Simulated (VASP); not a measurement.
Set up this calculation in VASP 6.6.1, as the native input.

```
Task                   : single point
Functional             : PBEsol
Dispersion             : D3(BJ)
Potentials or basis    : VASP PAW PBE potentials, release 64 (Ga_d, Sb)
Cutoff                 : 520 eV
k mesh                 : 14 × 14 × 14
Occupations            : gaussian, width 0.15 eV
Spin                   : no spin polarisation
Dipole correction      : no
Further INCAR settings : ALGO = Fast; EDIFF = 1e-06; NBANDS = 30
```

The structure of Ga3Sb lies in POSCAR:

```
Ga3Sb
1.0
   -2.0305169068      2.0305169068      4.7560797508
    2.0305169068     -2.0305169068      4.7560797508
    2.0305169068      2.0305169068     -4.7560797508
Ga Sb
3 1
Direct
    0.7500000000      0.2500000000      0.5000000000
    0.2500000000      0.7500000000      0.5000000000
    0.5000000000      0.5000000000      0.0000000000
    0.0000000000      0.0000000000      0.0000000000
```

One way to write it, as run:

INCAR

```
PREC     = Accurate       # precision mode
ENCUT    = 520            # plane-wave cutoff, eV
EDIFF    = 1E-6           # SCF threshold, eV
ISMEAR   = 0              # smearing method
SIGMA    = 0.15           # smearing width, eV
LREAL    = F              # projectors in reciprocal space
LASPH    = T              # aspherical terms in the spheres
NELM     = 80             # most SCF steps
ALGO     = Fast           # electronic algorithm
ISIF     = 2              # what is computed and relaxed
LWAVE    = F              # write WAVECAR
LCHARG   = F              # write CHGCAR
GGA      = PS             # functional
IVDW     = 12             # dispersion correction
NBANDS   = 30             # bands
```

KPOINTS

```
regular mesh
0
Gamma
  14 14 14
```

Potentials or basis: VASP PAW PBE potentials, release 64 (Ga_d, Sb).

Run with:

```console
$ cat potpaw_PBE.64/Ga_d/POTCAR potpaw_PBE.64/Sb/POTCAR > POTCAR
$ mpirun -np 1 vasp_std > vasp.out
```

Results of the run:

```yaml
Pressure: 0.1 GPa
Band_gap_on_the_k_mesh: zero (bands 22 and 23 overlap by 4.78 eV)
Dispersion_energy_per_atom: -0.375 eV
```

Caveat: the PAW data sets were made with another functional, which shifts forces and pressure a little; spin-orbit coupling is left out, which moves the levels of the heavy elements.

Run time: 21 min on 1 thread of Oxide Virtual Turin-like Processor, on a shared host, peak memory 0.59 GiB.
